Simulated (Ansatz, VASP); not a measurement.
# InO: VASP beside Ansatz

```xyz
4
Lattice="3.3943 0.0000 0.0000 -1.6972 2.9396 0.0000 0.0000 0.0000 15.8392" Properties=species:S:1:pos:R:3 pbc="T T T"
In    1.6972    0.9799    9.3248
In    1.6972    0.9799    6.5144
O     0.0000    0.0000   10.1207
O     0.0000    0.0000    5.7185
```

Alike in both runs: functional PBEsol; k mesh 12 × 12 × 4; occupations gaussian, width 0.02 eV; no spin polarisation.

Ansatz relaxed the structure, and its values are those at the end. VASP's run is a single point on that final structure, the one shown.

|  | VASP | Ansatz |
| --- | --- | --- |
| version | VASP 6.6.1 | Ansatz 0.2.0 |
| potentials or method | VASP PAW PBE potentials, release 64 (In_d, O), cutoff 520 eV | scalar-relativistic, plane waves, PAW |
| valence electrons in the cell | 38 | 38 |

|  | VASP | Ansatz | Ansatz less VASP |
| --- | --- | --- | --- |
| gap on the k mesh at the Fermi level (eV) | 0.43 | 0.44 | +0.011 |
| least direct gap on the mesh (eV) | 1.21 | 1.22 | +0.011 |
| rms of the force components (eV/Å) | 0.021 | 0.001 | -0.0208 |

VASP's potentials were made for PBE, not for PBEsol.
